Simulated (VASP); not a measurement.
Rb, 4 atoms in the cell. The typed cell holds 4 atoms: a = 5.013 Å, b = 8.095 Å, c = 8.475 Å, α = 89.83°, β = 90.24°, γ = 89.99°. 

| Property | Result |
| --- | --- |
| Program | VASP 6.6.1 |
| Task | single point |
| Functional | PBE |
| Dispersion | D3(BJ) |
| Potentials or basis | VASP PAW PBE potentials, release 64 (Rb_sv) |
| Cutoff | 520 eV |
| k mesh | 8 × 4 × 4 |
| Occupations | gaussian, width 0.15 eV |
| Spin | no spin polarisation |
| Dipole correction | no |
| Further INCAR settings | ALGO = Fast; EDIFF = 1e-06; NBANDS = 26 |

Potentials or basis: VASP PAW PBE potentials, release 64 (Rb_sv).

The run is started by

```bash
$ cat potpaw_PBE.64/Rb_sv/POTCAR > POTCAR
$ mpirun -np 1 vasp_std > vasp.out
```

Hardware: 1 thread of Intel(R) Xeon(R) 6975P-C (Granite Rapids), with other jobs on the host.

Q: Estimate the wall time of this run.

A: Wall time 5.5 min on 1 thread of Intel(R) Xeon(R) 6975P-C (Granite Rapids), on a shared host, peak memory 0.67 GiB. Counts: scf iterations 14, k points 68.
